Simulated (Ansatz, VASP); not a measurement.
Y: VASP beside Ansatz

File INCAR:

```
SYSTEM = Y
PREC     = Accurate       ! precision mode
ENCUT    = 520            ! plane-wave cutoff, eV
EDIFF    = 1E-7           ! SCF threshold, eV
ISMEAR   = -1             ! smearing method
SIGMA    = 0.1            ! smearing width, eV
LREAL    = .FALSE.        ! projectors in reciprocal space
LASPH    = .TRUE.         ! aspherical terms in the spheres
NELM     = 100            ! most SCF steps
ALGO     = Normal         ! electronic algorithm
ISIF     = 2              ! what is computed and relaxed
LWAVE    = .FALSE.        ! write WAVECAR
LCHARG   = .FALSE.        ! write CHGCAR
GGA      = RP             ! functional
NBANDS   = 12             ! bands
```

Contents of KPOINTS:

```
Automatic mesh
0
G
  12 12 12
  0 0 0
```

Contents of POSCAR:

```
Y
1.0
    0.0000000000      2.4992711840      2.4992711840
    2.4992711840      0.0000000000      2.4992711840
    2.4992711840      2.4992711840      0.0000000000
Y
1
Direct
    0.0000000000      0.0000000000      0.0000000000
```

Input for Ansatz:

```yaml
crystal:
  lattice:
    - [0.0, 2.499271184, 2.499271184]
    - [2.499271184, 0.0, 2.499271184]
    - [2.499271184, 2.499271184, 0.0]
  atoms:
    - { symbol: "Y", position: [0.0, 0.0, 0.0] }
hamiltonian:
  xc: rpbe
  pseudopotentials:
    kind: paw
    azcp:
      "Y": "pseudopotentials/Y.paw.azcp"
basis:
  ecutwfc: 420
  fft_grid_basis: typed
kpoints:
  mp_grid: { grid: [12, 12, 12], shift: [0, 0, 0] }
magnetization:
  spin_polarized: false
scf:
  occupations: { method: fermi_dirac, width: 0.1 }
  lower_state_search: "off"
output:
  stress: true
```

Alike in both runs: task single point; functional RPBE; k mesh 12 × 12 × 12; occupations fermi-dirac, width 0.1 eV; no spin polarisation.

```csv
,VASP,Ansatz
version,VASP 6.6.1,Ansatz 0.2.0
potentials or method,"VASP PAW PBE potentials, release 64 (Y_sv), cutoff 520 eV","plane waves (420 eV) with PAW, scalar-relativistic"
valence electrons in the cell,11,11
```

VASP gave:

- pressure (GPa): 3.3

Question: Which values does Ansatz return?

Answer: Pressure (GPa): 3.4.

VASP's potentials were made for PBE, not for RPBE.
